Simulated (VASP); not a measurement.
Set up this calculation in VASP 6.6.1, as the native input.

```yaml
Task: single point
Functional: LDA
Potentials_or_basis: VASP PAW LDA potentials, release 64 (La, Sb)
Cutoff: 520 eV
k_mesh: 10 × 10 × 10
Occupations: fermi-dirac, width 0.05 eV
Spin: no spin polarisation
Dipole_correction: no
Further_INCAR_settings: ALGO = Normal; EDIFF = 1e-06; NBANDS = 15
```

The structure of LaSb lies in POSCAR:

```
LaSb
1.0
    0.0000000000      3.1330130530      3.1330130530
    3.1330130530      0.0000000000      3.1330130530
    3.1330130530      3.1330130530      0.0000000000
La Sb
1 1
Direct
    0.0000000000      0.0000000000      0.0000000000
    0.5000000000      0.5000000000      0.5000000000
```

One way to write it, as run:

INCAR

```
  PREC = Accurate
  ENCUT = 520
  EDIFF = 1E-6
  ISMEAR = -1
  SIGMA = 0.05
  LREAL = F
  LASPH = T
  NELM = 80
  ALGO = Normal
  ISIF = 2
  LWAVE = F
  LCHARG = F
  NBANDS = 15
```

KPOINTS

```
Automatic mesh
0
Gamma
  10 10 10
```

Potentials or basis: VASP PAW LDA potentials, release 64 (La, Sb).

Command:

```sh
$ cat potpaw_LDA.64/La/POTCAR potpaw_LDA.64/Sb/POTCAR > POTCAR
$ mpirun -np 1 vasp_std > vasp.out
```

Results of the run:

```json
{
 "Pressure": "4.5 GPa",
 "Band gap on the k mesh": "zero (bands 8 and 9 overlap by 0.47 eV)"
}
```

Caveat: the cell stands under pressure; spin-orbit coupling is left out, which moves the levels of the heavy elements.

Wall time 20 s on 1 thread of Intel(R) Xeon(R) 6975P-C (Granite Rapids), on a shared host, peak memory 0.21 GiB.
